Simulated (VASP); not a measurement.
# BN (Cm) in VASP: single point with PBEsol

Aim: the single point of BN with PBEsol.

Program: VASP 6.6.1. These are calculated values, not measurements. Logs are shortened: lines on timing, memory, paths and dates and some standing lists are left out, and cuts for length are marked.

## (1) The cell of the first run

Symmetry: Cm, No. 8, monoclinic system. Conventional cell: a = 13.109 Å, b = 2.512 Å, c = 4.399 Å, α = 90.00°, β = 90.52°, γ = 90.00°. B (site symmetry m) has 3 N at 1.43 to 1.54 Å within 1.9 Å. Within 1.9 Å of B (site symmetry m) lie 3 N at 1.44 to 1.48 Å. B (site symmetry m) has 3 N at 1.44 to 1.52 Å within 1.9 Å. B (site symmetry m) has 4 N at 1.53 to 1.57 Å within 2.0 Å. N (site symmetry m) has 4 B at 1.52 to 1.57 Å within 2.0 Å. Within 1.9 Å of N (site symmetry m) lie 3 B at 1.43 to 1.56 Å. Within 1.9 Å of N (site symmetry m) lie 3 B at 1.44 to 1.53 Å. Within 1.9 Å of N (site symmetry m) lie 3 B at 1.44 to 1.48 Å.

## (2) Single point, PBEsol

Contents of POSCAR:

```
BN
1.0
    6.5544910000     -1.2559910000      0.0000000000
    6.5544910000      1.2559910000      0.0000000000
   -0.0398360000      0.0000000000      4.3983230000
B N
4 4
Direct
    0.0000830000      0.0000830000      0.9988240000
    0.2000110000      0.2000110000      0.4277020000
    0.8657530000      0.8657530000      0.3805750000
    0.5315310000      0.5315310000      0.4982820000
    0.9807680000      0.9807680000      0.3431060000
    0.5061550000      0.5061550000      0.8431640000
    0.6468950000      0.6468950000      0.4437980000
    0.3123020000      0.3123020000      0.3930490000
```

Contents of INCAR.step1:

```
SYSTEM = BN
ALGO = Normal
EDIFF = 1E-7
ENCUT = 520
GGA = PS
ISIF = 2
ISMEAR = 0
LASPH = .True.
LCHARG = .True.
LREAL = .False.
LWAVE = .False.
NBANDS = 26
NELM = 100
PREC = Accurate
SIGMA = 0.01
```

Contents of KPOINTS.step1:

```
k-points
0
Gamma
  8 8 4
  0 0 0
```

Contents of INCAR.step2:

```
SYSTEM = BN
ALGO = Normal
EDIFF = 1E-7
ENCUT = 520
GGA = PS
ICHARG = 11
ISIF = 2
ISMEAR = -5
LASPH = .True.
LCHARG = .False.
LORBIT = 11
LREAL = .False.
LWAVE = .False.
NBANDS = 26
NEDOS = 2001
NELM = 100
PREC = Accurate
SIGMA = 0.01
```

Contents of KPOINTS.step2:

```
k-points
0
Gamma
  12 12 6
  0 0 0
```

Potentials or basis: VASP PAW PBE potentials, release 64 (B, N).

The run is started by

```
> cat potpaw_PBE.64/B/POTCAR potpaw_PBE.64/N/POTCAR > POTCAR
> cp INCAR.step1 INCAR
> cp KPOINTS.step1 KPOINTS
> mpirun -np 1 vasp_std > vasp.out
> cp INCAR.step2 INCAR
> cp KPOINTS.step2 KPOINTS
> mpirun -np 1 vasp_std > vasp.out
```

OUTCAR:

```text
SYSTEM = BN
   EDIFF = 1E-7
   ENCUT = 520
   GGA = PS
   ICHARG = 11
   ISIF = 2
   ISMEAR = -5
   LASPH = .True.
   LORBIT = 11
   LREAL = .False.
   NELM = 100
   PREC = Accurate

 ion  position               nearest neighbor table
   1  0.000  0.000  0.999-   6 1.43   6 1.43   5 1.54
   2  0.200  0.200  0.428-   7 1.44   7 1.44   8 1.48
   3  0.866  0.866  0.381-   8 1.44   8 1.44   5 1.52
   4  0.532  0.532  0.498-   7 1.53   6 1.56   5 1.57   5 1.57
   5  0.981  0.981  0.343-   3 1.52   1 1.54   4 1.57   4 1.57
   6  0.506  0.506  0.843-   1 1.43   1 1.43   4 1.56
   7  0.647  0.647  0.444-   2 1.44   2 1.44   4 1.53
   8  0.312  0.312  0.393-   3 1.44   3 1.44   2 1.48

  LATTYP: Found a base centered monoclinic cell.
 ALAT       =    13.1089820000
 B/A-ratio  =     0.1916229651
 C/A-ratio  =     0.3355335598
 COS(beta)  =    -0.0090567169

  Lattice vectors:

 A1 = (   6.5544910000,  -1.2559910000,   0.0000000000)
 A2 = (   6.5544910000,   1.2559910000,   0.0000000000)
 A3 = (  -0.0398360000,   0.0000000000,   4.3983230000)

Analysis of symmetry for initial positions (statically):
=====================================================================
 Subroutine PRICEL returns:
 Original cell was already a primitive cell.

 Routine SETGRP: Setting up the symmetry group for a
 base centered monoclinic supercell.

 Subroutine GETGRP returns: Found  2 space group operations
 (whereof  2 operations were pure point group operations)
 out of a pool of  4 trial point group operations.

The static configuration has the point symmetry C_1h.

Analysis of symmetry for dynamics (positions and initial velocities):
=====================================================================
 Subroutine PRICEL returns:
 Original cell was already a primitive cell.

 Routine SETGRP: Setting up the symmetry group for a
 base centered monoclinic supercell.

 Subroutine GETGRP returns: Found  2 space group operations
 (whereof  2 operations were pure point group operations)
 out of a pool of  4 trial point group operations.

The dynamic configuration has the point symmetry C_1h.

 Subroutine INISYM returns: Found  2 space group operations
 (whereof  2 operations are pure point group operations),
 and found     1 'primitive' translations

----------------------------------------------------------------------------------------
[... 123 lines left out ...]
   EFERMI_NEDOS =   21; number of points for ismear=-14 and -15
   IALGO  =     38    algorithm
   IMIX   =      4    mixing-type and parameters
     AMIX     =   0.40;   BMIX     =  1.00
     AMIX_MAG =   1.60;   BMIX_MAG =  1.00
  volume/ion in A,a.u.               =       9.05        61.09
  Fermi-wavevector in a.u.,A,eV,Ry     =   1.246935  2.356366 21.154990  1.554848
  Thomas-Fermi vector in A             =   2.381090
   LORBIT       =     11    0 simple, 1 ext, 2 COOP (PROOUT), +10 PAW based schemes
   GGA     = PS    functional components
   LHFCALC =     F    Hartree Fock is set to
   AEXX    =    0.0000 exact exchange contribution
   IVDW    =     0    specifies the selected vdW correction
   LEPSILON=     F    determine dielectric tensor
   LRPA    =     F    only Hartree local field effects (RPA)
 non-spin polarized calculation
 Fermi weights with tetrahedron method with Bloechl corrections
  energy-cutoff  :      520.00
  volume of cell :       72.42
 maximum number of plane-waves:      1973
 NGX is ok and might be reduce to    50

 number of electron      32.0000002 magnetization

 Free energy of the ion-electron system (eV)
  ---------------------------------------------------
  ext. energy  EPLUGINS =         0.00000000
  ---------------------------------------------------
  free energy    TOTEN  =       -72.29474169 eV

  energy without entropy =      -72.29474169  energy(sigma->0) =      -72.29474169

 E-fermi :   3.1043     XC(G=0): -10.0858

 val. band max:        3.0967913728   @ k =   0.5000   0.0000   0.5000
 cond. band min:       4.5850004009   @ k =   0.5000   0.0000   0.5000
 fundamental gap:      1.4882090282
 Fermi energy:         3.1042794083

 k-point     1 :       0.0000    0.0000    0.0000
  band No.  band energies     occupation
      1     -16.1844      2.00000
      2     -14.2054      2.00000
      3     -13.1244      2.00000
      4     -12.3949      2.00000
      5      -6.8202      2.00000
      6      -4.9990      2.00000
[... 685 lines left out ...]
     25      14.4727      0.00000
     26      15.1749      0.00000

 [... further k-points ...]

------------------------ aborting loop because EDIFF is reached ----------------------------------------

  FORCE on cell =-STRESS in cart. coord.  units (eV):
  Direction    XX          YY          ZZ          XY          YZ          ZX
  --------------------------------------------------------------------------------------
  -------------------------------------------------------------------------------------
  Total       -1.3511907     -1.4022103     -1.0558480      0.0000000      0.0000000      0.0190707
  in kB      -29.8940410    -31.0228087    -23.3598141      0.0000000      0.0000000      0.4219244
  external PRESSURE =     -28.0922213 kB  Pullay stress =       0.0000000 kB

 VOLUME and BASIS-vectors are now :
 -----------------------------------------------------------------------------
  energy-cutoff  :      520.00
  volume of cell :       72.42
      direct lattice vectors                 reciprocal lattice vectors
     6.554491000 -1.255991000  0.000000000     0.076283574 -0.398092025  0.000690907
     6.554491000  1.255991000  0.000000000     0.076283574  0.398092025  0.000690907
    -0.039836000  0.000000000  4.398323000     0.000000000  0.000000000  0.227359382

 POSITION                                       TOTAL-FORCE (eV/Angst)
 -----------------------------------------------------------------------------------
     -0.03870      0.00000      4.39315        -0.003731      0.000000      0.057035
      2.60490      0.00000      1.88117         0.005883      0.000000     -0.007712
     11.33398      0.00000      1.67389         0.044442      0.000000      0.006216
      6.94798      0.00000      2.19161        -0.017202      0.000000     -0.017359
     12.84320      0.00000      1.50909         0.041554      0.000000      0.029792
      6.60159      0.00000      3.70851         0.009863      0.000000     -0.075523
      8.46246      0.00000      1.95197        -0.070683      0.000000      0.003225
      4.07830      0.00000      1.72876        -0.010126      0.000000      0.004326
 -----------------------------------------------------------------------------------
    total drift:                                0.000249     -0.000000      0.000314

  FREE ENERGIE OF THE ION-ELECTRON SYSTEM (eV)
  ---------------------------------------------------
  free  energy   TOTEN  =       -72.2947416917 eV

  energy  without entropy=      -72.2947416917  energy(sigma->0) =      -72.29474169

 total charge

# of ion       s       p       d       tot
------------------------------------------
    1        0.731   1.378   0.000   2.109
    2        0.734   1.415   0.000   2.149
    3        0.734   1.372   0.000   2.107
    4        0.672   1.349   0.000   2.021
    5        1.209   2.763   0.000   3.972
    6        1.219   2.752   0.000   3.971
    7        1.216   2.764   0.000   3.980
    8        1.219   2.770   0.000   3.990
--------------------------------------------------
tot          7.735  16.562   0.000  24.297
```

OUTCAR.step1:

```text
SYSTEM = BN
   EDIFF = 1E-7
   ENCUT = 520
   GGA = PS
   ISIF = 2
   ISMEAR = 0
[... 944 lines left out ...]
     12.84320      0.00000      1.50909         0.041177      0.000000      0.028966
      6.60159      0.00000      3.70851         0.010695      0.000000     -0.078292
      8.46246      0.00000      1.95197        -0.067835      0.000000      0.002719
      4.07830      0.00000      1.72876        -0.009478      0.000000      0.004750
 -----------------------------------------------------------------------------------
    total drift:                                0.000685     -0.000000     -0.000253

  FREE ENERGIE OF THE ION-ELECTRON SYSTEM (eV)
  ---------------------------------------------------
  free  energy   TOTEN  =       -72.2944589650 eV

  energy  without entropy=      -72.2944589650  energy(sigma->0) =      -72.29445897
```

OSZICAR.step1:

```text
N       E                     dE             d eps       ncg     rms          rms(c)
DAV:   1     0.127733183978E+03    0.12773E+03   -0.16375E+04  4056   0.116E+03
DAV:   2    -0.685533560903E+02   -0.19629E+03   -0.18174E+03  5266   0.268E+02
DAV:   3    -0.783569027535E+02   -0.98035E+01   -0.97258E+01  5466   0.606E+01
DAV:   4    -0.784831599278E+02   -0.12626E+00   -0.12611E+00  5304   0.736E+00
DAV:   5    -0.784855397316E+02   -0.23798E-02   -0.23787E-02  5436   0.990E-01    0.150E+01
DAV:   6    -0.729733314716E+02    0.55122E+01   -0.12658E+01  4992   0.203E+01    0.677E+00
DAV:   7    -0.724658603272E+02    0.50747E+00   -0.95051E-01  5336   0.587E+00    0.422E+00
DAV:   8    -0.722922343257E+02    0.17363E+00   -0.40146E-01  5310   0.361E+00    0.515E-01
DAV:   9    -0.722906290940E+02    0.16052E-02   -0.25232E-02  5124   0.110E+00    0.290E-01
DAV:  10    -0.722933156996E+02   -0.26866E-02   -0.40695E-03  4524   0.384E-01    0.890E-02
DAV:  11    -0.722939954679E+02   -0.67977E-03   -0.36940E-04  4978   0.169E-01    0.419E-02
DAV:  12    -0.722943650713E+02   -0.36960E-03   -0.26065E-04  4432   0.103E-01    0.254E-02
DAV:  13    -0.722944509032E+02   -0.85832E-04   -0.80690E-05  4778   0.546E-02    0.703E-03
DAV:  14    -0.722944582300E+02   -0.73268E-05   -0.11007E-05  4760   0.250E-02    0.289E-03
DAV:  15    -0.722944589635E+02   -0.73342E-06   -0.27009E-06  5322   0.106E-02    0.251E-03
DAV:  16    -0.722944589650E+02   -0.15884E-08   -0.27808E-07  4982   0.432E-03
   1 F= -.72294459E+02 E0= -.72294459E+02  d E =-.172283E-15
```

Run time: 11 min. Hardware: 1 thread of Intel Xeon Platinum 8259CL at 2.50GHz (Skylake/Cascade Lake), shared host; peak memory 0.51 GiB.

Results:

```
Valence electrons inside the program's atomic spheres : B 2.11, 2.15, 2.02 (each value once); N 3.97, 3.98, 3.99 (each value once)
```

Levels at points of the mesh, in eV from the valence-band top:
| k point | band 13 | band 14 | band 15 | band 16 | band 17 | band 18 | band 19 | band 20 |
| --- | --- | --- | --- | --- | --- | --- | --- | --- |
| (0.00, 0.00, 0.00) | -3.13 | -1.73 | -1.35 | -1.33 | 3.93 | 5.36 | 6.42 | 8.01 |
| (0.50, 0.00, 0.00) | -4.54 | -1.85 | -0.93 | -0.38 | 2.76 | 3.75 | 4.66 | 8.14 |
| (0.50, 0.50, 0.00) | -3.05 | -2.52 | -1.84 | -1.57 | 4.41 | 5.04 | 5.83 | 8.16 |
| (0.00, 0.00, 0.50) | -3.65 | -2.03 | -1.81 | -1.56 | 5.00 | 6.45 | 6.93 | 8.44 |
| (0.50, 0.00, 0.50) | -4.31 | -2.19 | -1.36 | 0.00 | 1.49 | 3.81 | 5.17 | 7.36 |
| (0.50, 0.50, 0.50) | -3.06 | -2.95 | -2.53 | -2.28 | 5.16 | 6.10 | 7.39 | 8.36 |

Caveat: the PAW data sets were made with another functional, which shifts forces and pressure a little.
